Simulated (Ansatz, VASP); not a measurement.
## Two plane-wave programs on ZnCu

File INCAR:

```
SYSTEM = ZnCu
PREC = Accurate
ENCUT = 520
EDIFF = 1E-7
ISMEAR = 0
SIGMA = 0.15
LREAL = .False.
LASPH = .True.
NELM = 80
ALGO = Fast
ISIF = 2
LWAVE = .False.
LCHARG = .False.
GGA = PE
NBANDS = 18
```

Contents of KPOINTS:

```
Automatic mesh
0
Gamma
  16 16 16
  0 0 0
```

File POSCAR:

```
ZnCu
1.0
    3.0781644927      0.2097748927      0.2097748927
    0.2097748927      3.0781644927      0.2097748927
    0.2097748927      0.2097748927      3.0781644927
Zn Cu
1 1
Direct
    0.5000000000      0.5000000000      0.5000000000
    0.0000000000      0.0000000000      0.0000000000
```

Input for Ansatz:

```yaml
crystal:
  lattice:
    - [3.0781644927, 0.2097748927, 0.2097748927]
    - [0.2097748927, 3.0781644927, 0.2097748927]
    - [0.2097748927, 0.2097748927, 3.0781644927]
  atoms:
    - { symbol: Zn, position: [0.5, 0.5, 0.5] }
    - { symbol: Cu, position: [0.0, 0.0, 0.0] }
basis:
  ecutwfc: 520.0
kpoints:
  mp_grid: { grid: [16, 16, 16] }
hamiltonian:
  xc: pbe
scf:
  occupations: { method: gaussian, width: 0.15 }
output:
  forces: true
  stress: true
  eigenvalues: true
```

Alike in both runs: task single point; functional PBE; k mesh 16 × 16 × 16; occupations gaussian, width 0.15 eV; no spin polarisation.

|  | VASP | Ansatz |
| --- | --- | --- |
| version | VASP 6.6.1 | Ansatz 0.2.0 |
| potentials or method | VASP PAW PBE potentials, release 64 (Zn, Cu), cutoff 520 eV | scalar-relativistic, plane waves, PAW |
| valence electrons in the cell | 23 | 31 |

VASP gave:

```
gap on the k mesh at the Fermi level (eV)                     : none
pressure (GPa)                                                : -4.9
traceless stress, the component that is largest in VASP (GPa) : -4.19
```

Question: Estimate Ansatz's values.

Answer: gap on the k mesh at the Fermi level (eV): none; pressure (GPa): -5.4; traceless stress, the component that is largest in VASP (GPa): -4.13.

A gap of «none» marks a metal or a gap that the smearing closes. VASP's potentials hold 23 valence electrons a cell and Ansatz's 31, so a difference there can come from the potentials and not from the codes.
